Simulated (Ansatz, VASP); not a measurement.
Two plane-wave programs on Sr

Contents of POSCAR:

```
Sr
1.0
    4.4793916137      0.0000000000      0.0000000000
   -2.2396958068      3.8792669310      0.0000000000
    0.0000000000      0.0000000000      7.3751431277
Sr
2
Direct
    0.3333333333      0.6666666667      0.2500000000
    0.6666666667      0.3333333333      0.7500000000
```

The input INCAR.step1:

```
SYSTEM = Sr
PREC     = Accurate       ! precision mode
ENCUT    = 520            ! plane-wave cutoff, eV
ISMEAR   = -1             ! smearing method
SIGMA    = 0.1            ! smearing width, eV
LREAL    = .False.        ! projectors in reciprocal space
LASPH    = .True.         ! aspherical terms in the spheres
NELM     = 100            ! most SCF steps
NBANDS   = 17             ! bands
GGA      = PE             ! functional
ALGO     = Normal         ! electronic algorithm
EDIFF    = 1E-4           ! SCF threshold, eV
LWAVE    = .True.         ! write WAVECAR
LCHARG   = .False.        ! write CHGCAR
```

File INCAR.step2:

```
SYSTEM = Sr
PREC     = Accurate       ! precision mode
ENCUT    = 520            ! plane-wave cutoff, eV
EDIFF    = 1E-6           ! SCF threshold, eV
ISMEAR   = -1             ! smearing method
SIGMA    = 0.1            ! smearing width, eV
LREAL    = .False.        ! projectors in reciprocal space
LASPH    = .True.         ! aspherical terms in the spheres
NELM     = 100            ! most SCF steps
ALGO     = Normal         ! electronic algorithm
ISIF     = 2              ! what is computed and relaxed
LWAVE    = .False.        ! write WAVECAR
LCHARG   = .False.        ! write CHGCAR
METAGGA  = R2SCAN         ! meta-GGA
LMIXTAU  = .True.       
NBANDS   = 17             ! bands
ISTART   = 1
```

File KPOINTS:

```
Automatic mesh
0
Gamma
  10 10 5
  0 0 0
```

Input for Ansatz:

```yaml
crystal:
  lattice:
    - [4.4793916137, 0.0, 0.0]
    - [-2.2396958068, 3.879266931, 0.0]
    - [0.0, 0.0, 7.3751431277]
  atoms:
    - { symbol: Sr, position: [0.3333333333, 0.6666666667, 0.25] }
    - { symbol: Sr, position: [0.6666666667, 0.3333333333, 0.75] }
hamiltonian:
  xc: r2scan
  pseudopotentials:
    kind: paw
    azcp:
      Sr: "pseudopotentials/Sr.paw.azcp"
basis:
  ecutwfc: 500
  fft_grid_basis: typed
kpoints:
  mp_grid: { grid: [10, 10, 5], shift: [0, 0, 0] }
magnetization:
  spin_polarized: false
scf:
  occupations: { method: fermi_dirac, width: 0.1 }
  lower_state_search: "off"
output:
  stress: true
```

Alike in both runs: task single point; functional r2SCAN; k mesh 10 × 10 × 5; occupations fermi-dirac, width 0.1 eV; no spin polarisation.

|  | VASP | Ansatz |
| --- | --- | --- |
| version | VASP 6.6.1 | Ansatz 0.2.0 |
| potentials or method | VASP PAW PBE potentials, release 64 (Sr_sv), cutoff 520 eV | plane waves (500 eV) with PAW, scalar-relativistic |
| valence electrons in the cell | 20 | 20 |

|  | VASP | Ansatz | Ansatz less VASP |
| --- | --- | --- | --- |
| pressure (GPa) | -1.1 | -1.1 | -0.01 |

VASP's potentials were made for PBE, not for r2SCAN.
